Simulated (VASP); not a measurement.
A run of VASP 6.6.1 is set up as follows.

Contents of INCAR:

```
PREC     = Accurate       # precision mode
ENCUT    = 600            # plane-wave cutoff, eV
EDIFF    = 1E-8           # SCF threshold, eV
ISMEAR   = 0              # smearing method
SIGMA    = 0.01           # smearing width, eV
LREAL    = False          # projectors in reciprocal space
LASPH    = True           # aspherical terms in the spheres
NELM     = 60             # most SCF steps
ALGO     = Normal         # electronic algorithm
ISIF     = 3              # what is computed and relaxed
LWAVE    = False          # write WAVECAR
LCHARG   = False          # write CHGCAR
GGA      = PS             # functional
IBRION   = 6              # ionic algorithm
NFREE    = 2            
POTIM    = 0.015          # step
NSW      = 1              # ionic steps
```

File KPOINTS:

```
regular mesh
0
Gamma
  6 6 6
```

Contents of POSCAR:

```
BaZrO3
1.0
    4.1806461900      0.0000000000      0.0000000000
    0.0000000000      4.1806461900      0.0000000000
    0.0000000000      0.0000000000      4.1806461900
Ba Zr O
1 1 3
Direct
    0.0000000000      0.0000000000      0.0000000000
    0.5000000000      0.5000000000      0.5000000000
    0.0000000000      0.5000000000      0.5000000000
    0.5000000000      0.0000000000      0.5000000000
    0.5000000000      0.5000000000      0.0000000000
```

Potentials or basis: VASP PAW PBE potentials, release 64 (Ba_sv, Zr_sv, O).

Command:

```bash
$ cat potpaw_PBE.64/Ba_sv/POTCAR potpaw_PBE.64/Zr_sv/POTCAR potpaw_PBE.64/O/POTCAR > POTCAR
$ mpirun -np 1 vasp_std > vasp.out
```

Task: Predict the elastic constants C11, C12, C44.

Result: 331, 84, 88 GPa.

Task: Predict the Voigt bulk modulus.

Result: 166 GPa.

Task: Estimate the highest phonon frequency at Γ, LO-TO splitting left out.

Result: 508 cm⁻¹.

Phonon frequencies in cm⁻¹ (negative: imaginary):
| q point | frequencies |
| --- | --- |
| (0.000, 0.000, 0.000) | 0 0 0 105 105 105 184 184 184 193 193 193 508 508 508 |

Caveat: the cell is under stress, which shifts elastic constants; the PAW data sets were made with another functional, which shifts forces and pressure a little.
